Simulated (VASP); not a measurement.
# ZrC (Fm-3m) in VASP: a series of runs, part 2 of 2

VASP 6.6.1.

## Step 3: Single point, PBE

File INCAR:

```
SYSTEM = ZrC
PREC = Accurate
ENCUT = 520
EDIFF = 1E-6
ISMEAR = 0
SIGMA = 0.1
LREAL = .FALSE.
LASPH = .TRUE.
NELM = 100
ALGO = Normal
ISIF = 2
LWAVE = .FALSE.
LCHARG = .TRUE.
GGA = PE
LELF = .TRUE.
LVHAR = .TRUE.
NBANDS = 15
```

File KPOINTS:

```
Automatic mesh
0
G
  20 20 20
  0 0 0
```

File POSCAR:

```
ZrC
1.0
    0.0000000000      2.3543844924      2.3543844924
    2.3543844924      0.0000000000      2.3543844924
    2.3543844924      2.3543844924      0.0000000000
Zr C
1 1
Direct
    0.5000000000      0.5000000000      0.5000000000
    0.0000000000      0.0000000000      0.0000000000
```

Potentials or basis: VASP PAW PBE potentials, release 64 (Zr_sv, C).

Command:

```bash
$ cat potpaw_PBE.64/Zr_sv/POTCAR potpaw_PBE.64/C/POTCAR > POTCAR
$ mpirun -np 1 vasp_std > vasp.out
```

OUTCAR:

```text
SYSTEM = ZrC
   PREC = Accurate
   ENCUT = 520
   EDIFF = 1E-6
   ISMEAR = 0
   LREAL = .FALSE.
   LASPH = .TRUE.
   NELM = 100
   ISIF = 2
   GGA = PE

 ion  position               nearest neighbor table
   1  0.500  0.500  0.500-   2 2.35   2 2.35   2 2.35   2 2.35   2 2.35   2 2.35
   2  0.000  0.000  0.000-   1 2.35   1 2.35   1 2.35   1 2.35   1 2.35   1 2.35

  LATTYP: Found a face centered cubic cell.
 ALAT       =     4.7087689848

  Lattice vectors:

 A1 = (   0.0000000000,   2.3543844924,   2.3543844924)
 A2 = (   2.3543844924,   0.0000000000,   2.3543844924)
 A3 = (   2.3543844924,   2.3543844924,   0.0000000000)

Analysis of symmetry for initial positions (statically):
=====================================================================
 Subroutine PRICEL returns:
 Original cell was already a primitive cell.

 Routine SETGRP: Setting up the symmetry group for a
 face centered cubic supercell.

 Subroutine GETGRP returns: Found 48 space group operations
 (whereof 48 operations were pure point group operations)
 out of a pool of 48 trial point group operations.

The static configuration has the point symmetry O_h .

Analysis of symmetry for dynamics (positions and initial velocities):
=====================================================================
 Subroutine PRICEL returns:
 Original cell was already a primitive cell.

 Routine SETGRP: Setting up the symmetry group for a
 face centered cubic supercell.

 Subroutine GETGRP returns: Found 48 space group operations
 (whereof 48 operations were pure point group operations)
 out of a pool of 48 trial point group operations.

The dynamic configuration has the point symmetry O_h .

 Subroutine INISYM returns: Found 48 space group operations
 (whereof 48 operations are pure point group operations),
 and found     1 'primitive' translations

----------------------------------------------------------------------------------------

                                     Primitive cell

  volume of cell :      26.1013

  direct lattice vectors                    reciprocal lattice vectors
     0.000000000  2.354384492  2.354384492    -0.212369730  0.212369730  0.212369730
     2.354384492  0.000000000  2.354384492     0.212369730 -0.212369730  0.212369730
     2.354384492  2.354384492  0.000000000     0.212369730  0.212369730 -0.212369730

  length of vectors
     3.329602480  3.329602480  3.329602480     0.367835163  0.367835163  0.367835163

  position of ions in fractional coordinates (direct lattice)
     0.500000000  0.500000000  0.500000000
     0.000000000  0.000000000  0.000000000

  ion indices of the primitive-cell ions
   primitive index   ion index
                 1           1
                 2           2

----------------------------------------------------------------------------------------

 KPOINTS: Automatic mesh

Automatic generation of k-mesh.
 Grid dimensions read from file:
 generate k-points for:   20   20   20

 Generating k-lattice:

  Cartesian coordinates                     Fractional coordinates (reciprocal lattice)
    -0.010618487  0.010618487  0.010618487     0.050000000  0.000000000  0.000000000
     0.010618487 -0.010618487  0.010618487     0.000000000  0.050000000  0.000000000
     0.010618487  0.010618487 -0.010618487     0.000000000  0.000000000  0.050000000

  Length of vectors
     0.018391758  0.018391758  0.018391758

  Shift w.r.t. Gamma in fractional coordinates (k-lattice)
     0.000000000  0.000000000  0.000000000

 Subroutine IBZKPT returns following result:
 ===========================================

 Found    256 irreducible k-points:

 Following reciprocal coordinates:
            Coordinates               Weight
  0.000000  0.000000  0.000000      1.000000
  0.050000  0.000000  0.000000      8.000000
  0.100000  0.000000  0.000000      8.000000
  0.150000  0.000000  0.000000      8.000000
  0.200000  0.000000  0.000000      8.000000
  0.250000  0.000000  0.000000      8.000000
[... 16 lines left out ...]
 -0.400000  0.050000  0.000000     24.000000
 -0.350000  0.050000  0.000000     24.000000
 [... further k-points ...]
   k-points           NKPTS =    256   k-points in BZ     NKDIM =    256   number of bands    NBANDS=     15
   number of dos      NEDOS =    301   number of ions     NIONS =      2
   total plane-waves  NPLWV =  21952
   dimension x,y,z NGX =    28 NGY =   28 NGZ =   28
   dimension x,y,z NGXF=    56 NGYF=   56 NGZF=   56
   ions per type =               1   1
   NGX,Y,Z   is equivalent  to a cutoff of  13.98, 13.98, 13.98 a.u.
   NGXF,Y,Z  is equivalent  to a cutoff of  27.96, 27.96, 27.96 a.u.
 SYSTEM =  ZrC
   PREC   = accura    normal or accurate (medium, high low for compatibility)
   ISTART =      0    job   : 0-new  1-cont  2-samecut
   ICHARG =      2    charge: 1-file 2-atom 10-const
   ISPIN  =      1    spin polarized calculation?
   LNONCOLLINEAR =      F non collinear calculations
   LSORBIT =      F    spin-orbit coupling
   LASPH  =      T    aspherical Exc in radial PAW
   ENCUT  =  520.0 eV  38.22 Ry    6.18 a.u.   6.19  6.19  6.19*2*pi/ulx,y,z
   NELM   =    100;   NELMIN=  2; NELMDL= -5     # of ELM steps
   EDIFF  = 0.1E-05   stopping-criterion for ELM
   LREAL  =      F    real-space projection
[... 7 lines left out ...]
   TEBEG  =    0.0;   TEEND  =   0.0 temperature during run
   PSTRESS=    0.0 pullay stress
   NELECT =      16.0000    total number of electrons
   NUPDOWN=      -1.0000    fix difference up-down
   EMIN   =  10.00;   EMAX   =-10.00  energy-range for DOS
   EFERMI =   0.00;   METHOD = LEGACY
   ISMEAR =     0;   SIGMA  =   0.10  broadening in eV -4-tet -1-fermi 0-gaus
   EFERMI_NEDOS =   21; number of points for ismear=-14 and -15
   IALGO  =     38    algorithm
   IMIX   =      4    mixing-type and parameters
     AMIX     =   0.40;   BMIX     =  1.00
     AMIX_MAG =   1.60;   BMIX_MAG =  1.00
  volume/ion in A,a.u.               =      13.05        88.07
  Fermi-wavevector in a.u.,A,eV,Ry     =   1.390681  2.628006 26.313571  1.933993
  Thomas-Fermi vector in A             =   2.514592
   LORBIT       =      0    0 simple, 1 ext, 2 COOP (PROOUT), +10 PAW based schemes
   GGA     = PE    functional components
   LHFCALC =     F    Hartree Fock is set to
   AEXX    =    0.0000 exact exchange contribution
   IVDW    =     0    specifies the selected vdW correction
   LEPSILON=     F    determine dielectric tensor
   LRPA    =     F    only Hartree local field effects (RPA)
 non-spin polarized calculation
 Gauss-broadening in eV      SIGMA  =   0.10
  energy-cutoff  :      520.00
  volume of cell :       26.10
 maximum number of plane-waves:       725
 NGX is ok and might be reduce to    28
   NGX = 13   NGY = 13   NGZ = 13

 number of electron      16.0000000 magnetization

 Free energy of the ion-electron system (eV)
  ---------------------------------------------------
  ext. energy  EPLUGINS =         0.00000000
  ---------------------------------------------------
  free energy    TOTEN  =       -19.46268619 eV

  energy without entropy =      -19.46129027  energy(sigma->0) =      -19.46198823

 E-fermi :   9.5703     XC(G=0): -12.1071

 val. band max:        9.5648142738   @ k =   0.4500   0.4500   0.0000
 cond. band min:       9.5874326707   @ k =   0.4500   0.4000   0.0000
 fundamental gap:      0.0226183968
 Fermi energy:         9.5702720823

 k-point     1 :       0.0000    0.0000    0.0000
  band No.  band energies     occupation
      1     -38.5748      2.00000
      2     -16.2887      2.00000
      3     -16.2887      2.00000
      4     -16.2887      2.00000
      5      -1.7360      2.00000
      6      10.4853      0.00000
      7      10.4853      0.00000
      8      10.4853      0.00000
      9      10.6435      0.00000
     10      10.6435      0.00000
     11      10.6435      0.00000
     12      12.3482      0.00000
     13      12.3482      0.00000
     14      16.7995      0.00000
     15      20.0061      0.00000
[... 397 lines left out ...]
 k-point    24 :      -0.3500    0.0500    0.0000
  band No.  band energies     occupation
      1     -38.4911      2.00000
      2     -16.9900      2.00000
      3     -16.3775      2.00000
      4     -16.3473      2.00000
      5       0.5659      2.00000
      6       5.2172      2.00000
      7       6.9119      2.00000
      8       7.0855      2.00000
      9      13.0361      0.00000
     10      13.0838      0.00000
     11      13.8575      0.00000
     12      17.6221      0.00000
     13      18.1492      0.00000
     14      18.8182      0.00000
     15      23.6845      0.00000

 [... further k-points ...]
[... 5 lines left out ...]
  --------------------------------------------------------------------------------------
  -------------------------------------------------------------------------------------
  Total        0.0404751      0.0404751      0.0404751     -0.0000000      0.0000000     -0.0000000
  in kB        2.4844834      2.4844834      2.4844834     -0.0000000      0.0000000     -0.0000000
  external PRESSURE =       2.4844834 kB  Pullay stress =       0.0000000 kB

 VOLUME and BASIS-vectors are now :
 -----------------------------------------------------------------------------
  energy-cutoff  :      520.00
  volume of cell :       26.10
      direct lattice vectors                 reciprocal lattice vectors
     0.000000000  2.354384492  2.354384492    -0.212369730  0.212369730  0.212369730
     2.354384492  0.000000000  2.354384492     0.212369730 -0.212369730  0.212369730
     2.354384492  2.354384492  0.000000000     0.212369730  0.212369730 -0.212369730

 POSITION                                       TOTAL-FORCE (eV/Angst)
 -----------------------------------------------------------------------------------
      2.35438      2.35438      2.35438        -0.000000     -0.000000     -0.000000
      0.00000      0.00000      0.00000         0.000000      0.000000      0.000000
 -----------------------------------------------------------------------------------
    total drift:                                0.000000      0.000000      0.000000

  FREE ENERGIE OF THE ION-ELECTRON SYSTEM (eV)
  ---------------------------------------------------
  free  energy   TOTEN  =       -19.4626861873 eV

  energy  without entropy=      -19.4612902661  energy(sigma->0) =      -19.46198823
```

OSZICAR:

```text
N       E                     dE             d eps       ncg     rms          rms(c)
DAV:   1     0.101289003727E+03    0.10129E+03   -0.86359E+03  7688   0.108E+03
DAV:   2    -0.166917846157E+02   -0.11798E+03   -0.11040E+03  9773   0.288E+02
DAV:   3    -0.228040470350E+02   -0.61123E+01   -0.60754E+01 12890   0.554E+01
DAV:   4    -0.229385281319E+02   -0.13448E+00   -0.13443E+00  9328   0.575E+00
DAV:   5    -0.229396830179E+02   -0.11549E-02   -0.11549E-02 10144   0.503E-01    0.202E+01
DAV:   6    -0.195818660786E+02    0.33578E+01   -0.64013E+00  9030   0.227E+01    0.696E+00
DAV:   7    -0.194783334599E+02    0.10353E+00   -0.63506E-01  8867   0.593E+00    0.610E+00
DAV:   8    -0.195032971614E+02   -0.24964E-01   -0.34938E-01  9276   0.460E+00    0.524E+00
DAV:   9    -0.194640374362E+02    0.39260E-01   -0.65585E-02  8415   0.186E+00    0.995E-01
DAV:  10    -0.194626953414E+02    0.13421E-02   -0.67654E-03 10144   0.667E-01    0.905E-02
DAV:  11    -0.194626942343E+02    0.11071E-05   -0.18633E-04  8662   0.128E-01    0.549E-02
DAV:  12    -0.194626878342E+02    0.64001E-05   -0.42497E-06  9925   0.175E-02    0.155E-02
DAV:  13    -0.194626862713E+02    0.15629E-05   -0.20323E-06  9311   0.925E-03    0.233E-03
DAV:  14    -0.194626861873E+02    0.84061E-07   -0.69224E-08  4967   0.182E-03
   1 F= -.19462686E+02 E0= -.19461988E+02  d E =-.139592E-02
```

stdout:

```text
POSCAR found type information on POSCAR ZrC
 POSCAR found :  2 types and       2 ions
 scaLAPACK will be used
 LDA part: xc-table for (Slater+PW92), standard interpolation
 POSCAR, INCAR and KPOINTS ok, starting setup
 FFT: planning ... GRIDC
 FFT: planning ... GRID_SOFT
 FFT: planning ... GRID
 WAVECAR not read
 entering main loop
```

Wall time 57 s (1 thread of Intel Xeon 6975P-C (Granite Rapids), shared host); peak memory 0.23 GiB.

What came out:

| Quantity | Value |
| --- | --- |
| Free energy | -19.4627 eV |
| Pressure | 0.2 GPa |
| Band gap on the k mesh | zero (band 8 reaches 10.49 eV, above the bottom of band 9 at 9.18 eV) |
